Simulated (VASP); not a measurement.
CaMg, 2 atoms in the cell. The structure is cubic, space group Pm-3m (No. 221). The conventional cell has a = 3.858 Å, b = 3.858 Å, c = 3.858 Å, α = 90.00°, β = 90.00°, γ = 90.00°. Within 4.4 Å of Ca (site symmetry m-3m) lie 8 Mg at 3.34 Å and 6 Ca at 3.86 Å. Mg (site symmetry m-3m) has 8 Ca at 3.34 Å and 6 Mg at 3.86 Å within 4.4 Å. 

```yaml
Program: VASP 6.6.1
Task: vibrations by perturbation theory
Functional: LDA
Potentials_or_basis: VASP PAW LDA potentials, release 64 (Ca_sv, Mg)
Cutoff: 520 eV
k_mesh: 12 × 12 × 12
Occupations: gaussian, width 0.15 eV
Spin: no spin polarisation
Dipole_correction: no
Further_INCAR_settings: ALGO = Fast; EDIFF = 1e-08; IBRION = 8; NSW = 1
```

Potentials or basis: VASP PAW LDA potentials, release 64 (Ca_sv, Mg).

The run is started by

```sh
$ cat potpaw_LDA.64/Ca_sv/POTCAR potpaw_LDA.64/Mg/POTCAR > POTCAR
$ mpirun -np 1 vasp_std > vasp.out
```

Hardware: 1 thread of Intel Xeon 8259CL (shared host).

**Question.** Estimate the wall time of this run.

**Answer.** It took 11 min on 1 thread of Intel Xeon 8259CL, on a shared host, peak memory 0.4 GiB. Counts: scf iterations 93, k points 84.
